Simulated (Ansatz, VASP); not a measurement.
**BeTe in VASP and in Ansatz**

```
CELL_PARAMETERS angstrom
0.00000 2.51478 2.51478
2.51478 0.00000 2.51478
2.51478 2.51478 0.00000
ATOMIC_POSITIONS crystal
Be 0.00000 0.00000 0.00000
Te 0.25000 0.25000 0.25000
```

Change from the starting cell: volume scaled by 0.7, LAPW.

Alike in both runs: task single point; functional PBE; k mesh 13 × 13 × 13; occupations fermi-dirac, width 0.1 eV; no spin polarisation.

```csv
,VASP,Ansatz
version,VASP 6.6.1,Ansatz 0.2.0
potentials or method,"VASP PAW PBE potentials, release 64 (Be, Te), cutoff 520 eV","all-electron LAPW, scalar-relativistic"
```

Ansatz gave:

| Property | Result |
| --- | --- |
| pressure (GPa) | 40.6 |

Which values does VASP return?

Pressure (GPa): 41.2.

Both programs put the cell under a high pressure, so it lies far from rest at this level. Ansatz ran all-electron here, and VASP with PAW potentials.

Neither program's run includes spin-orbit coupling.
